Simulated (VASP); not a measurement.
BaTiO3, 5 atoms in the cell. Symmetry: P4mm, No. 99, tetragonal system. The conventional cell has a = 3.972 Å, b = 3.972 Å, c = 4.112 Å, α = 90.00°, β = 90.00°, γ = 90.00°. Within 3.7 Å of Ba (site symmetry 4mm) lie 12 O at 2.79 to 2.92 Å and 8 Ti at 3.44 to 3.53 Å. Ti (site symmetry 4mm) has 6 O at 1.99 to 2.12 Å within 2.6 Å. O (site symmetry 4mm) has 2 Ti at 1.99 to 2.12 Å within 2.6 Å. Within 2.6 Å of O (site symmetry 2mm) lie 2 Ti at 1.99 Å.  This cell differs from its parent crystal: atom 3 (O) moved -0.300 Å along Cartesian [0 0 1].

```yaml
Program: VASP 6.6.1
Task: single point
Functional: r2SCAN
Potentials_or_basis: VASP PAW PBE potentials, release 64 (Ba_sv, Ti_sv, O)
Cutoff: 520 eV
k_mesh: 8 × 8 × 8
Occupations: gaussian, width 0.05 eV
Spin: no spin polarisation
Dipole_correction: no
Further_INCAR_settings: ALGO = Normal; EDIFF = 1e-06; NBANDS = 28
```

Potentials or basis: VASP PAW PBE potentials, release 64 (Ba_sv, Ti_sv, O).

Run with:

```console
$ cat potpaw_PBE.64/Ba_sv/POTCAR potpaw_PBE.64/Ti_sv/POTCAR potpaw_PBE.64/O/POTCAR > POTCAR
$ cp INCAR.step1 INCAR
$ mpirun -np 1 vasp_std > vasp.out
$ cp INCAR.step2 INCAR
$ mpirun -np 1 vasp_std > vasp.out
```

Hardware: 1 thread of Intel(R) Xeon(R) Platinum 8488C (Sapphire Rapids), on a shared host.

Task: How long does it take, and how much memory?

Result: Run time: 5.5 min on 1 thread of Intel(R) Xeon(R) Platinum 8488C (Sapphire Rapids) (shared host), peak memory 0.27 GiB. Counts: k points 75.
